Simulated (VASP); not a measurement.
Runs of VASP 6.6.1 on CdSe (zincblende type). The structure is that of space group F-43m (No. 216), or close to it. The cells are those of the table. 

```tsv
task	cell	cutoff (eV)	gap on the mesh (eV)	pressure (GPa)
relaxation of cell and atoms	relaxed to 13 GPa from a = 4.036 Å, angles 60.0°, 2 atoms	600	0.87	13.0
relaxation of cell and atoms	relaxed to 13 GPa from a = 4.116 Å, angles 60.0°, 2 atoms	600	0.87	13.0
single point	a = 4.117 Å, angles 60.0°, 2 atoms	520	0.88	(a)
single point	a = 4.116 Å, angles 60.0°, 2 atoms	520	0.88	13.6
```

Alike in all rows: level PBE; potentials or basis VASP PAW PBE potentials, release 64 (Cd, Se); no spin polarisation; k mesh 11 × 11 × 11; smearing fermi-dirac 0.08 eV.

**Question.** Fill in the values left out.

**Answer.** (a) 13.5.

Caveats: the cell is relaxed towards a set pressure, so the enthalpy falls and the energy may rise (some runs).

A k mesh can miss the band edges, and the runs leave out spin-orbit coupling on Cd, Se.
